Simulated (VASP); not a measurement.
Au2S3:

```
S Au
1.0
     3.49950    0.00000    0.00000
    -1.74975    3.03066    0.00000
     0.00000    0.00000    8.57990
S Au
3 2
Direct
  0.00000 0.00000 0.00000
  0.33333 0.66667 0.33600
  0.66667 0.33333 0.66400
  0.66667 0.33333 0.16800
  0.33333 0.66667 0.83200
```

```yaml
Program: VASP 6.6.1
Task: relaxation of cell and atoms
Functional: PBE
Dispersion: D3(BJ)
Potentials_or_basis: VASP PAW PBE potentials, release 64 (S, Au)
Cutoff: 600 eV
k_mesh: 6 × 6 × 2
Occupations: gaussian, width 0.1 eV
Spin: no spin polarisation
```

At the start: pressure 7.1 GPa; volume 18.20 Å³/atom.

Where does the relaxation end?

Over 18 steps the energy falls by 102.5 meV/atom and the volume is 18.54 Å³/atom (+1.9 %); space group P-3m1 (No. 164, to 0.1 Å) before and after.

The path:
```csv
step,energy change (eV),largest force (eV/Å),pressure (GPa),volume (Å³)
1,0.0000,1.9623,7.12,91.00
2,-0.3038,0.7408,-4.86,102.06
3,-0.3237,0.8832,-2.89,99.58
4,-0.4469,0.0504,0.13,97.57
5,-0.4486,0.1265,0.58,97.31
6,-0.4687,0.0941,-0.29,97.93
7,-0.4783,0.1080,-1.37,98.69
8,-0.4903,0.1628,-0.31,97.29
9,-0.4914,0.2029,0.13,96.75
10,-0.4947,0.1388,-0.10,96.64
11,-0.4959,0.0808,-0.33,96.53
12,-0.4981,0.0986,0.09,95.90
13,-0.4989,0.1184,0.58,95.21
14,-0.5001,0.1208,0.54,95.13
15,-0.5033,0.1270,0.41,94.88
16,-0.5079,0.1362,0.17,94.40
17,-0.5112,0.1318,-0.28,93.43
18,-0.5124,0.0260,0.29,92.72
```

Final structure:
```yaml
crystal:
  lattice:
    - [3.66123, 0.00000, 0.00000]
    - [-1.83062, 3.17072, 0.00000]
    - [0.00000, 0.00000, 7.98672]
  atoms:
    - { symbol: S, position: [0.00000, 0.00000, 0.00000] }
    - { symbol: S, position: [0.33333, 0.66667, 0.35047] }
    - { symbol: S, position: [0.66667, 0.33333, 0.64953] }
    - { symbol: Au, position: [0.66667, 0.33333, 0.19404] }
    - { symbol: Au, position: [0.33333, 0.66667, 0.80596] }
```

Caveat: the k points lie up to 0.39 Å⁻¹ apart in the final cell, too coarse for converged energies and pressures of a metal.
